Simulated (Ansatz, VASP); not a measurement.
# NbTe: VASP beside Ansatz

```xyz
2
Lattice="0.0000 2.8900 2.8900 2.8900 0.0000 2.8900 2.8900 2.8900 0.0000" Properties=species:S:1:pos:R:3 pbc="T T T"
Nb    2.8900    2.8900    2.8900
Te    0.0000    0.0000    0.0000
```

Alike in both runs: task single point; functional PBE; k mesh 6 × 6 × 6; occupations gaussian, width 0.05 eV; collinear spin.

```csv
,VASP,Ansatz
version,VASP 6.6.1,Ansatz 0.2.0
potentials or method,"VASP PAW PBE potentials, release 64 (Nb_sv, Te), cutoff 520 eV","scalar-relativistic, plane waves, PAW"
valence electrons in the cell,19,29
```

Ansatz gave:

* gap on the k mesh at the Fermi level (eV): none
* pressure (GPa): -4.5
* net moment per atom (μB): 0.00
* size of the moment on the site where the two differ most (μB): 0.00

**Question.** Estimate VASP's values.

**Answer.** gap on the k mesh at the Fermi level (eV): none; pressure (GPa): -2.6; net moment per atom (μB): 0.63; size of the moment on the site where the two differ most (μB): 0.97.

The net moments are unlike, so the other rows may belong to different states. Site moments also hang on the region over which each program counts them. A gap of «none» marks a metal or a gap that the smearing closes. VASP's potentials hold 19 valence electrons a cell and Ansatz's 29, so a difference there can come from the potentials and not from the codes. Ansatz's warnings: seeded moment not kept.

Neither program's run includes spin-orbit coupling.
